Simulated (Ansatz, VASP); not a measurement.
TiB2 in VASP and in Ansatz

```
CELL_PARAMETERS angstrom
3.03207 0.00000 0.00000
-1.51604 2.62585 0.00000
0.00000 0.00000 3.22354
ATOMIC_POSITIONS crystal
Ti 0.00000 0.00000 0.00000
B 0.33333 0.66667 0.50000
B 0.66667 0.33333 0.50000
```

Alike in both runs: functional PBE; k mesh 15 × 15 × 14; occupations gaussian, width 0.1 eV; no spin polarisation.

Ansatz relaxed the structure, and its values are those at the end. VASP's run is a single point on that final structure, the one shown.

|  | VASP | Ansatz |
| --- | --- | --- |
| version | VASP 6.6.1 | Ansatz 0.2.0 |
| potentials or method | VASP PAW PBE potentials, release 64 (Ti_sv, B), cutoff 500 eV | scalar-relativistic, plane waves, PAW |
| valence electrons in the cell | 18 | 18 |

Ansatz gave:

| Item | Value |
| --- | --- |
| gap on the k mesh at the Fermi level (eV) | none |
| pressure (GPa) | 0.0 |

Task: Estimate VASP's values.

Result: gap on the k mesh at the Fermi level (eV): none; pressure (GPa): 0.2.

A gap of «none» marks a metal or a gap that the smearing closes. The functional is the same, so the differences come from potentials, cutoffs and numerics.
